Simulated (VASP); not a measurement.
## Cd3HgTe4: single point with PBE

Crystal: Cd3HgTe4.

```
Cd Hg Te
1.0
     4.37776    0.00000    0.00000
     0.00000    4.37776    0.00000
     0.00000    0.00000   12.38217
Cd Hg Te
3 1 4
Direct
  0.00000 0.00000 0.75000
  0.00000 0.00000 0.25000
  0.50000 0.50000 0.50000
  0.50000 0.50000 0.00000
  0.50000 0.00000 0.87500
  0.00000 0.50000 0.12500
  0.50000 0.00000 0.37500
  0.00000 0.50000 0.62500
```

```yaml
Program: VASP 6.6.1
Task: single point
Functional: PBE
Potentials_or_basis: VASP PAW PBE potentials, release 64 (Cd, Hg, Te)
Cutoff: 520 eV
k_mesh: 4 × 4 × 2
Occupations: gaussian, width 0.1 eV
Spin: no spin polarisation
Dipole_correction: no
Further_INCAR_settings: ALGO = Normal; EDIFF = 1e-07; NBANDS = 46
```

| Quantity | Value |
| --- | --- |
| Pressure | 12.0 GPa |
| Largest force | 0.195 eV/Å |
| Band gap on the k mesh | 0.75 eV, direct |

Forces on the atoms (eV/Å):
```
Cd   0.000  0.000  0.014
Cd   0.000  0.000 -0.014
Cd   0.000  0.000  0.000
Hg   0.000  0.000  0.000
Te   0.000  0.000 -0.195
Te   0.000  0.000  0.195
Te   0.000  0.000 -0.004
Te   0.000  0.000  0.004
```

Stress tensor (GPa, compression positive):
```
12.16  0.00  0.00
 0.00 12.16  0.00
 0.00  0.00 11.77
```

Levels at points of the mesh, in eV from the valence-band top:
```
           k point  band 34  band 35  band 36  band 37  band 38  band 39
(0.00, 0.00, 0.00)    -0.02     0.00     0.00     0.75     2.20     2.31
(0.50, 0.00, 0.00)    -1.13    -1.05    -0.94     1.34     1.81     3.01
(0.50, 0.50, 0.00)    -2.54    -2.54    -2.51     2.11     2.19     2.19
(0.00, 0.00, 0.50)    -0.67    -0.42    -0.42     1.83     2.24     2.28
(0.50, 0.00, 0.50)    -1.19    -1.13    -0.94     1.95     2.56     2.57
(0.50, 0.50, 0.50)    -2.78    -2.75    -2.71     2.69     2.91     2.91
```

Wall time 5.5 min on 1 thread of AMD EPYC 7R13, with other jobs on the host, peak memory 0.38 GiB.

Caveat: spin-orbit coupling is left out, which moves the levels of the heavy elements.
